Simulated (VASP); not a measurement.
Runs of VASP 6.6.1 on ZrC. The structure is that of space group P6_3/mmc (No. 194), or close to it. The cells are those of the table. 

| task | cell | cutoff (eV) | gap on the mesh (eV) | pressure (GPa) |
| --- | --- | --- | --- | --- |
| relaxation of cell and atoms | relaxed to 5 GPa from a = 3.391, b = 3.391, c = 5.290 Å, angles 90.0, 90.0, 120.0°, 4 atoms | 600 | none | 4.9 |
| single point | a = 3.316, b = 3.316, c = 5.231 Å, angles 90.0, 90.0, 120.0°, 4 atoms | 520 | none | 5.4 |
| relaxation of cell and atoms | relaxed to 30 GPa from a = 3.391, b = 3.391, c = 5.290 Å, angles 90.0, 90.0, 120.0°, 4 atoms | 600 | none | 30.0 |
| relaxation of cell and atoms | relaxed to 20 GPa from a = 3.391, b = 3.391, c = 5.290 Å, angles 90.0, 90.0, 120.0°, 4 atoms | 600 | none | 20.0 |
| single point | a = 3.296, b = 3.296, c = 5.196 Å, angles 90.0, 90.0, 120.0°, 4 atoms | 520 | none | (a) |
| relaxation of cell and atoms | relaxed from a = 3.391, b = 3.391, c = 5.290 Å, angles 90.0, 90.0, 120.0°, 4 atoms | 600 | none | 0.0 |
| relaxation of cell and atoms | relaxed to 10 GPa from a = 3.391, b = 3.391, c = 5.290 Å, angles 90.0, 90.0, 120.0°, 4 atoms | 600 | none | 9.9 |
| relaxation of cell and atoms | relaxed to 2 GPa from a = 3.391, b = 3.391, c = 5.290 Å, angles 90.0, 90.0, 120.0°, 4 atoms | 600 | none | 2.0 |

Alike in all rows: level PBEsol; potentials or basis VASP PAW PBE potentials, release 64 (Zr_sv, C); no spin polarisation; k mesh 9 × 9 × 5; smearing fermi-dirac 0.05 eV.

Problem. Estimate the missing entries.

Solution. (a) 10.4.

Caveats: the PAW data sets were made with another functional, which shifts forces and pressure a little; the cell is relaxed towards a set pressure, so the run minimises the enthalpy, not the energy (at least some runs); the cell stands under pressure (at least some runs).

A k mesh can miss the band edges, and the runs leave out spin-orbit coupling on Zr.

A gap of «none» marks levels without a gap at the run's occupations.
